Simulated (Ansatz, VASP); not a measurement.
# ZrH: VASP beside Ansatz

File INCAR:

```
  PREC = Accurate
  ENCUT = 500
  EDIFF = 1E-6
  ISMEAR = 1
  SIGMA = 0.1
  LREAL = F
  LASPH = T
  NELM = 120
  ALGO = Normal
  ISIF = 2
  LWAVE = F
  LCHARG = F
  GGA = PS
  NBANDS = 21
  GGA_COMPAT = F
```

KPOINTS

```
Automatic mesh
0
Gamma
  7 7 5
```

File POSCAR:

```
ZrH
1.0
    3.2427920000      0.0000000000      0.0000000000
    0.0000000000      3.2427920000      0.0000000000
    0.0000000000      0.0000000000      4.9480000000
Zr H
2 2
Direct
    0.0000000000      0.5000000000      0.0000000000
    0.5000000000      0.0000000000      0.5000000000
    0.0000000000      0.0000000000      0.7500000000
    0.0000000000      0.0000000000      0.2500000000
```

Input for Ansatz:

```yaml
crystal:
  lattice:
    - [3.242792, 0.0, 0.0]
    - [0.0, 3.242792, 0.0]
    - [0.0, 0.0, 4.948]
  atoms:
    - { symbol: Zr, position: [0.0, 0.5, 0.0] }
    - { symbol: Zr, position: [0.5, 0.0, 0.5] }
    - { symbol: H, position: [0.0, 0.0, 0.75] }
    - { symbol: H, position: [0.0, 0.0, 0.25] }
kpoints:
  mp_grid:
    grid: [7, 7, 5]
hamiltonian:
  xc: pbesol
  pseudopotentials:
    kind: paw
scf:
  occupations:
    method: cold
    width: 0.1
output:
  forces: true
  stress: true
```

Alike in both runs: task single point; functional PBEsol; k mesh 7 × 7 × 5; no spin polarisation.

|  | VASP | Ansatz |
| --- | --- | --- |
| version | VASP 6.6.1 | Ansatz 0.2.0 |
| potentials or method | VASP PAW PBE potentials, release 64 (Zr_sv, H) | plane waves, PAW |
| plane-wave cutoff (eV) | 500 | 420 |
| occupations | methfessel-paxton of order 1, width 0.1 eV | cold, width 0.1 eV |
| valence electrons in the cell | 26 | 26 |

Ansatz gave:

- pressure (GPa): -2.5
- traceless stress, the component that is largest in VASP (GPa): 0.71

Which values does VASP return?

Pressure (GPa): -2.4; traceless stress, the component that is largest in VASP (GPa): 0.71.

VASP's potentials were made for PBE, not for PBEsol.
